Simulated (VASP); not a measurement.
W2Cl3:

```xyz
5
Lattice="3.5478 0.0000 0.0000 -1.7739 3.0725 0.0000 0.0000 0.0000 11.3530" Properties=species:S:1:pos:R:3 pbc="T T T"
W     0.0000    0.0000    0.0000
W     0.0000    0.0000    5.6765
Cl    0.0000    2.0483    1.3624
Cl    0.0000    2.0483    7.0389
Cl    1.7739    1.0242    4.3142
```

This cell differs from its parent crystal: atoms taken out.

* Program: VASP 6.6.1
* Task: relaxation of cell and atoms
* Functional: PBE
* Potentials or basis: VASP PAW PBE potentials, release 64 (W_sv, Cl)
* Cutoff: 600 eV
* k mesh: 6 × 6 × 2
* Occupations: gaussian, width 0.1 eV
* Spin: no spin polarisation

At the start: pressure -6.3 GPa; volume 24.75 Å³/atom.

Q: Where does the relaxation end?

A: Over 28 steps the energy falls by 499.8 meV/atom and the volume is 21.95 Å³/atom (-11.3 %); space group P3m1 (No. 156, to 0.1 Å) before and after.

Step by step:
```tsv
step	energy change (eV)	largest force (eV/Å)	pressure (GPa)	volume (Å³)
1	0.0000	1.0532	-6.31	123.76
2	-1.3282	2.5383	4.82	106.54
3	-1.4250	3.1986	10.89	101.36
4	-2.0455	2.1339	8.71	100.40
5	-2.3304	0.8628	7.80	98.95
6	-2.3299	0.8280	7.83	98.71
7	-2.4626	0.2293	1.89	102.83
8	-2.4699	0.2083	0.22	104.19
9	-2.4699	0.2100	0.35	104.08
10	-2.4725	0.1700	0.28	104.18
11	-2.4764	0.1546	0.09	104.46
12	-2.4764	0.1802	0.07	104.50
13	-2.4777	0.1726	0.10	104.61
14	-2.4812	0.1505	0.21	104.93
15	-2.4861	0.1080	0.44	105.58
16	-2.4885	0.2787	0.96	106.86
17	-2.4892	0.2711	0.89	107.01
18	-2.4909	0.2483	0.67	107.45
19	-2.4934	0.2038	0.25	108.32
20	-2.4943	0.1735	-0.55	110.09
21	-2.4946	0.1828	-0.30	109.53
22	-2.4955	0.1526	-0.26	109.56
23	-2.4974	0.0705	-0.13	109.65
24	-2.4978	0.1282	0.14	109.84
25	-2.4982	0.0807	0.02	109.76
26	-2.4984	0.0669	-0.02	109.80
27	-2.4987	0.0450	-0.14	109.89
28	-2.4989	0.0295	-0.02	109.76
```

Final structure:
```yaml
crystal:
  lattice:
    - [3.02688, 0.00000, 0.00000]
    - [-1.51344, 2.62136, 0.00000]
    - [0.00000, 0.00000, 13.83370]
  atoms:
    - { symbol: W, position: [0.00000, 0.00000, 0.98872] }
    - { symbol: W, position: [0.00000, 0.00000, 0.50655] }
    - { symbol: Cl, position: [0.33333, 0.66667, 0.11407] }
    - { symbol: Cl, position: [0.33333, 0.66667, 0.63438] }
    - { symbol: Cl, position: [0.66667, 0.33333, 0.37628] }
```

Caveat: the cell differs from its parent crystal (atoms taken out); a cell axis changed by over 15 % at a fixed basis, so the end point is rough; an odd number of electrons without spin polarisation forces a metal; a magnetic or distorted state may lie lower.
